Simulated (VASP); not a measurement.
Set up this calculation in VASP 6.6.1, as the native input.

```yaml
Task: density of states
Functional: PBE
Potentials_or_basis: VASP PAW PBE potentials, release 64 (Al, O)
Cutoff: 520 eV
k_mesh: 14 × 14 × 4
Occupations: gaussian, width 0.1 eV
Spin: no spin polarisation
Dipole_correction: no
k_mesh_for_the_DOS: 21 × 21 × 6
Occupations_for_the_DOS: tetrahedron
Further_INCAR_settings: ALGO = Normal; EDIFF = 1e-06; NBANDS = 26
```

Crystal: Al5O3.

```
Al O
1.0
     2.62959    0.00000    0.00000
     0.00000    2.62959    0.00000
     0.00000    0.00000   14.05840
Al O
5 3
Direct
  0.00000 0.00000 0.23496
  0.00000 0.00000 0.76504
  0.00000 0.00000 0.00000
  0.50000 0.50000 0.39416
  0.50000 0.50000 0.60584
  0.50000 0.50000 0.07937
  0.50000 0.50000 0.92063
  0.00000 0.00000 0.50000
```

The input as run:

POSCAR

```
Al5O3
1.0
    2.6295860119      0.0000000000      0.0000000000
    0.0000000000      2.6295860119      0.0000000000
    0.0000000000      0.0000000000     14.0584033563
Al O
5 3
Direct
    0.0000000000      0.0000000000      0.2349578513
    0.0000000000      0.0000000000      0.7650421487
    0.0000000000      0.0000000000      0.0000000000
    0.5000000000      0.5000000000      0.3941594367
    0.5000000000      0.5000000000      0.6058405633
    0.5000000000      0.5000000000      0.0793720132
    0.5000000000      0.5000000000      0.9206279868
    0.0000000000      0.0000000000      0.5000000000
```

INCAR.step1

```
SYSTEM = Al5O3
PREC     = Accurate       ! precision mode
ENCUT    = 520            ! plane-wave cutoff, eV
EDIFF    = 1E-6           ! SCF threshold, eV
ISMEAR   = 0              ! smearing method
SIGMA    = 0.1            ! smearing width, eV
LREAL    = .False.        ! projectors in reciprocal space
LASPH    = .True.         ! aspherical terms in the spheres
NELM     = 100            ! most SCF steps
ALGO     = Normal         ! electronic algorithm
ISIF     = 2              ! what is computed and relaxed
LWAVE    = .False.        ! write WAVECAR
LCHARG   = .True.         ! write CHGCAR
GGA      = PE             ! functional
NBANDS   = 26             ! bands
```

KPOINTS.step1

```
regular mesh
0
Gamma
  14 14 4
  0 0 0
```

INCAR.step2

```
SYSTEM = Al5O3
PREC     = Accurate       ! precision mode
ENCUT    = 520            ! plane-wave cutoff, eV
EDIFF    = 1E-6           ! SCF threshold, eV
ISMEAR   = -5             ! smearing method
SIGMA    = 0.1            ! smearing width, eV
LREAL    = .False.        ! projectors in reciprocal space
LASPH    = .True.         ! aspherical terms in the spheres
NELM     = 100            ! most SCF steps
ALGO     = Normal         ! electronic algorithm
ISIF     = 2              ! what is computed and relaxed
LWAVE    = .False.        ! write WAVECAR
LCHARG   = .False.        ! write CHGCAR
GGA      = PE             ! functional
LORBIT   = 10             ! projections on sites
NBANDS   = 26             ! bands
NEDOS    = 2001           ! points of the DOS
ICHARG   = 11             ! starting density
```

KPOINTS.step2

```
regular mesh
0
Gamma
  21 21 6
  0 0 0
```

Potentials or basis: VASP PAW PBE potentials, release 64 (Al, O).

Run with:

```bash
$ cat potpaw_PBE.64/Al/POTCAR potpaw_PBE.64/O/POTCAR > POTCAR
$ cp INCAR.step1 INCAR
$ cp KPOINTS.step1 KPOINTS
$ mpirun -np 1 vasp_std > vasp.out
$ cp INCAR.step2 INCAR
$ cp KPOINTS.step2 KPOINTS
$ mpirun -np 1 vasp_std > vasp.out
```

Results of the run:

The valence electrons inside the program's atomic spheres are Al 0.78, 0.59, 0.75; O 4.97, 4.94.

Caveat: an odd number of electrons without spin polarisation forces a metal; a magnetic or distorted state may lie lower.

Run time: 7.1 min on 1 thread of AMD EPYC 7R43 64-Core Processor (Zen 3) (shared host), peak memory 0.52 GiB.
